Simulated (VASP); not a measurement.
# AlNi3 (Cm) in VASP: single point with PBEsol

Aim: the single point of AlNi3 with PBEsol.

Everything below comes from runs of VASP 6.6.1. Logs are shortened: lines on timing, memory, paths and dates and some standing lists are left out, and cuts for length are marked.

## (1) The cell of the first run

It takes space group Cm (No. 8, monoclinic). Conventional cell: a = 6.855 Å, b = 3.958 Å, c = 3.958 Å, α = 90.00°, β = 125.26°, γ = 90.00°. Within 2.7 Å of Al (site symmetry m) lie 10 Ni at 2.01 to 2.63 Å. Within 2.8 Å of Ni (site symmetry m) lie 4 Al at 2.01 to 2.63 Å and 10 Ni at 2.42 to 2.80 Å. Ni (site symmetry m) has 8 Ni at 2.42 Å and 6 Al at 2.52 to 3.11 Å within 3.2 Å. Ni (site symmetry m) has 4 Al at 2.28 to 2.84 Å and 10 Ni at 2.42 to 2.80 Å within 3.0 Å.

## (2) Single point, PBEsol (atom 1 (Al) moved by (-0.300, -0.300) A along [1 1 0] and z)

The input, INCAR:

```
SYSTEM = AlNi3
ALGO = Fast ; EDIFF = 1E-6
ENCUT = 520 ; GGA = PS
ISIF = 2 ; ISMEAR = 0
LASPH = .TRUE. ; LCHARG = .FALSE.
LREAL = .FALSE. ; LWAVE = .FALSE.
NBANDS = 24 ; NELM = 100
PREC = Accurate ; SIGMA = 0.15
```

The input, KPOINTS:

```
k-points
0
G
  14 14 14
  0 0 0
```

The input, POSCAR:

```
AlNi3
1.0
    0.0000000000      2.7984078593      2.7984078593
    2.7984078593      0.0000000000      2.7984078593
    2.7984078593      2.7984078593      0.0000000000
Al Ni
1 3
Direct
    0.4463980922      0.4463980922      0.4777973628
    0.2500000000      0.2500000000      0.2500000000
    0.0000000000      0.0000000000      0.0000000000
    0.7500000000      0.7500000000      0.7500000000
```

Potentials or basis: VASP PAW PBE potentials, release 64 (Al, Ni).

The run is started by

```
cat potpaw_PBE.64/Al/POTCAR potpaw_PBE.64/Ni/POTCAR > POTCAR
mpirun -np 1 vasp_std > vasp.out
```

OUTCAR:

```text
SYSTEM = AlNi3
   EDIFF = 1E-6
   ENCUT = 520
   GGA = PS
   ISIF = 2
   ISMEAR = 0
   LASPH = .TRUE.
   LREAL = .FALSE.
   NELM = 100
   PREC = Accurate

 ion  position               nearest neighbor table
   1  0.446  0.446  0.478-   2 2.01   4 2.28   4 2.28   4 2.39   3 2.52   2 2.53   3 2.61   3 2.61
                             2 2.63   2 2.63   4 2.84   3 3.03   3 3.03   3 3.11
   2  0.250  0.250  0.250-   1 2.01   3 2.42   3 2.42   3 2.42   3 2.42   1 2.53   1 2.63   1 2.63
                             4 2.80   4 2.80   4 2.80   4 2.80   4 2.80   4 2.80
   3  0.000  0.000  0.000-   2 2.42   4 2.42   4 2.42   4 2.42   4 2.42   2 2.42   2 2.42   2 2.42
                             1 2.52   1 2.61   1 2.61   1 3.03   1 3.03   1 3.11
   4  0.750  0.750  0.750-   1 2.28   1 2.28   1 2.39   3 2.42   3 2.42   3 2.42   3 2.42   2 2.80
                             2 2.80   2 2.80   2 2.80   2 2.80   2 2.80   1 2.84

  LATTYP: Found a face centered cubic cell.
 ALAT       =     5.5968157186

  Lattice vectors:

 A1 = (   0.0000000000,   2.7984078593,   2.7984078593)
 A2 = (   2.7984078593,   0.0000000000,   2.7984078593)
 A3 = (   2.7984078593,   2.7984078593,   0.0000000000)

Analysis of symmetry for initial positions (statically):
=====================================================================
 Subroutine PRICEL returns:
 Original cell was already a primitive cell.

 Routine SETGRP: Setting up the symmetry group for a
 face centered cubic supercell.

 Subroutine GETGRP returns: Found  2 space group operations
 (whereof  2 operations were pure point group operations)
 out of a pool of 48 trial point group operations.

The static configuration has the point symmetry C_1h.

Analysis of symmetry for dynamics (positions and initial velocities):
=====================================================================
 Subroutine PRICEL returns:
 Original cell was already a primitive cell.

 Routine SETGRP: Setting up the symmetry group for a
 face centered cubic supercell.

 Subroutine GETGRP returns: Found  2 space group operations
 (whereof  2 operations were pure point group operations)
 out of a pool of 48 trial point group operations.

The dynamic configuration has the point symmetry C_1h.

 Subroutine INISYM returns: Found  2 space group operations
 (whereof  2 operations are pure point group operations),
 and found     1 'primitive' translations

----------------------------------------------------------------------------------------

[... 97 lines left out ...]
   LREAL  =      F    real-space projection
   EDIFFG = 0.1E-04   stopping-criterion for IOM
   NSW    =      0    number of steps for IOM
   IBRION =     -1    ionic relax: 0-MD 1-quasi-New 2-CG
   NFREE  =      0    steps in history (QN), initial steepest desc. (CG)
   ISIF   =      2    stress and relaxation
   ISYM   =      2    0-nonsym 1-usesym 2-fastsym
   POTIM  = 0.5000    time-step for ionic-motion
   TEBEG  =    0.0;   TEEND  =   0.0 temperature during run
   PSTRESS=    0.0 pullay stress
   NELECT =      33.0000    total number of electrons
   NUPDOWN=      -1.0000    fix difference up-down
   EMIN   =  10.00;   EMAX   =-10.00  energy-range for DOS
   EFERMI =   0.00;   METHOD = LEGACY
   ISMEAR =     0;   SIGMA  =   0.15  broadening in eV -4-tet -1-fermi 0-gaus
   EFERMI_NEDOS =   21; number of points for ismear=-14 and -15
   IALGO  =     68    algorithm
   IMIX   =      4    mixing-type and parameters
     AMIX     =   0.40;   BMIX     =  1.00
     AMIX_MAG =   1.60;   BMIX_MAG =  1.00
  volume/ion in A,a.u.               =      10.96        73.94
  Fermi-wavevector in a.u.,A,eV,Ry     =   1.489333  2.814431 30.179255  2.218113
  Thomas-Fermi vector in A             =   2.602255
   LORBIT       =      0    0 simple, 1 ext, 2 COOP (PROOUT), +10 PAW based schemes
   GGA     = PS    functional components
   LHFCALC =     F    Hartree Fock is set to
   AEXX    =    0.0000 exact exchange contribution
   IVDW    =     0    specifies the selected vdW correction
   LEPSILON=     F    determine dielectric tensor
   LRPA    =     F    only Hartree local field effects (RPA)
 non-spin polarized calculation
 RMM-DIIS sequential band-by-band and
 Gauss-broadening in eV      SIGMA  =   0.15
  energy-cutoff  :      520.00
  volume of cell :       43.83
 maximum number of plane-waves:      1243
 NGX is ok and might be reduce to    30
   NGX = 15   NGY = 15   NGZ = 15

 number of electron      33.0000020 magnetization

 Free energy of the ion-electron system (eV)
  ---------------------------------------------------
  ext. energy  EPLUGINS =         0.00000000
  ---------------------------------------------------
  free energy    TOTEN  =       -23.12209372 eV

  energy without entropy =      -23.09378571  energy(sigma->0) =      -23.10793972

 E-fermi :   9.8128     XC(G=0): -12.9482

 val. band max:        9.8119378722   @ k =   0.5000   0.5000   0.0000
 cond. band min:       9.8137099588   @ k =   0.0714  -0.4286   0.5000
 fundamental gap:      0.0017720866
 Fermi energy:         9.8128093531

 k-point     1 :       0.0000    0.0000    0.0000
  band No.  band energies     occupation
      1      -0.3995      2.00000
      2       5.8036      2.00000
      3       5.8821      2.00000
      4       6.3502      2.00000
      5       6.5306      2.00000
      6       6.5981      2.00000
[... 637 lines left out ...]
     23      17.3399      0.00000
     24      18.2282      0.00000

 [... further k-points ...]

------------------------ aborting loop because EDIFF is reached ----------------------------------------

  FORCE on cell =-STRESS in cart. coord.  units (eV):
  Direction    XX          YY          ZZ          XY          YZ          ZX
  --------------------------------------------------------------------------------------
  -------------------------------------------------------------------------------------
  Total        2.7344945      2.7344945      2.1861631      1.4122127      1.6777534      1.6777533
  in kB       99.9596210     99.9596210     79.9153321     51.6235272     61.3303819     61.3303814
  external PRESSURE =      93.2781914 kB  Pullay stress =       0.0000000 kB

 VOLUME and BASIS-vectors are now :
 -----------------------------------------------------------------------------
  energy-cutoff  :      520.00
  volume of cell :       43.83
      direct lattice vectors                 reciprocal lattice vectors
     0.000000000  2.798407859  2.798407859    -0.178673026  0.178673026  0.178673026
     2.798407859  0.000000000  2.798407859     0.178673026 -0.178673026  0.178673026
     2.798407859  2.798407859  0.000000000     0.178673026  0.178673026 -0.178673026

 POSITION                                       TOTAL-FORCE (eV/Angst)
 -----------------------------------------------------------------------------------
      2.58628      2.58628      2.49841         2.720329      2.720329      3.487260
      1.39920      1.39920      1.39920        -2.282671     -2.282671     -2.272177
      0.00000      0.00000      0.00000        -0.296252     -0.296252     -0.514564
      4.19761      4.19761      4.19761        -0.141406     -0.141406     -0.700519
 -----------------------------------------------------------------------------------
    total drift:                                0.000261      0.000261      0.000309

  FREE ENERGIE OF THE ION-ELECTRON SYSTEM (eV)
  ---------------------------------------------------
  free  energy   TOTEN  =       -23.1220937213 eV

  energy  without entropy=      -23.0937857150  energy(sigma->0) =      -23.10793972
```

stdout:

```text
POSCAR found type information on POSCAR AlNi
 POSCAR found :  2 types and       4 ions
 scaLAPACK will be used
 -----------------------------------------------------------------------------
|                                                                             |
|                                                                             |
|     You enforced a specific xc type in the INCAR file but a different       |
|     I HOPE YOU KNOW WHAT YOU ARE DOING!                                     |
|                                                                             |
 -----------------------------------------------------------------------------

 LDA part: xc-table for (Slater+PW92), standard interpolation
 POSCAR, INCAR and KPOINTS ok, starting setup
 FFT: planning ... GRIDC
 FFT: planning ... GRID_SOFT
 FFT: planning ... GRID
 WAVECAR not read
 entering main loop
```

It took 17 min on 1 thread of AMD EPYC 9755, shared host; peak memory 0.68 GiB.

What came out:

| Quantity | Value |
| --- | --- |
| Free energy | -23.1221 eV |
| Pressure | 9.3 GPa |
| Largest force | 5.192 eV/Å |
| Band gap on the k mesh | zero (an odd number of electrons rules out a gap without spin polarisation) |

Forces on the atoms (eV/Å):
```
Al   2.720  2.720  3.487
Ni  -2.283 -2.283 -2.272
Ni  -0.296 -0.296 -0.515
Ni  -0.141 -0.141 -0.701
```

Caveat: the cell differs from its parent crystal (atom 1 (Al) moved by (-0.300, -0.300) A along [1 1 0] and z); the cell stands under pressure; the PAW data sets were made with another functional, which shifts forces and pressure a little.
